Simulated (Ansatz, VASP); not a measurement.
## ZnS: VASP beside Ansatz

```
Zn S
1.0
     0.00000    2.74573    2.74573
     2.74573    0.00000    2.74573
     2.74573    2.74573    0.00000
Zn S
1 1
Direct
  0.25000 0.25000 0.25000
  0.00000 0.00000 0.00000
```

Alike in both runs: task single point; functional r2SCAN; k mesh 8 × 8 × 8; no spin polarisation.

```csv
,VASP,Ansatz
version,VASP 6.6.1,Ansatz 0.2.0
potentials or method,"VASP PAW PBE potentials, release 64 (Zn, S), cutoff 520 eV",PAW plane waves
occupations,"fermi-dirac, width 0.1 eV",fermi-dirac
valence electrons in the cell,18,18
```

|  | VASP | Ansatz | Ansatz less VASP |
| --- | --- | --- | --- |
| pressure (GPa) | -3.9 | -3.9 | -0.03 |

VASP's potentials were made for PBE, not for r2SCAN.
